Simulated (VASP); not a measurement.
Write the native input for VASP 6.6.1 that does the following.

```yaml
Task: single point
Functional: RPBE
Potentials_or_basis: VASP PAW PBE potentials, release 64 (Ni_sv_GW, Si)
Cutoff: 690 eV
k_mesh: 9 × 8 × 6
Occupations: fermi-dirac, width 0.05 eV
Spin: collinear spin, ferromagnetic start
Starting_moments: "[1.0, 1.0, 0.0, 0.0] μB"
Dipole_correction: no
Further_INCAR_settings: ALGO = Normal; EDIFF = 1e-06; NBANDS = 34
```

The structure of SiNi lies in POSCAR:

```
SiNi
1.0
    2.9427706600      0.0000000000      0.0000000000
    0.0000000000      3.2803255400      0.0000000000
    0.0000000000      0.0000000000      4.6774467600
Ni Si
2 2
Direct
    0.5000000000      0.5000000000      0.3424955900
    0.0000000000      0.0000000000      0.6575044100
    0.5000000000      0.5000000000      0.8431431600
    0.0000000000      0.0000000000      0.1568568400
```

These files were run (other wordings do the same):

INCAR

```
PREC = Accurate ; ENCUT = 690
EDIFF = 1E-6 ; ISMEAR = -1
SIGMA = 0.05 ; LREAL = F
LASPH = T ; NELM = 200
ALGO = Normal ; ISIF = 2
LWAVE = F ; LCHARG = F
ISPIN = 2 ; MAGMOM = 1 1 0 0
LORBIT = 11 ; LMAXMIX = 4
GGA = RP ; NBANDS = 34
GGA_COMPAT = F
```

KPOINTS

```
Automatic mesh
0
Gamma
  9 8 6
```

Potentials or basis: VASP PAW PBE potentials, release 64 (Ni_sv_GW, Si).

Run with:

```bash
$ cat potpaw_PBE.64/Ni_sv_GW/POTCAR potpaw_PBE.64/Si/POTCAR > POTCAR
$ mpirun -np 1 vasp_std > vasp.out
```

It gave:

```yaml
Pressure: 9.4 GPa
Largest_force: 0.130 eV/Å
Band_gap_on_the_k_mesh: zero (filled and empty bands overlap)
Net_moment: 0.00 μB per cell
Valence_electrons_inside_the_program's_atomic_spheres: Ni 16.49; Si 1.62
```

Caveat: the cell stands under pressure; the moments typed at the start vanished in this run; the PAW data sets were made with another functional, which shifts forces and pressure a little.

Run time: 5.6 min on 1 thread of Intel(R) Xeon(R) Platinum 8488C (Sapphire Rapids) (shared host), peak memory 0.47 GiB.
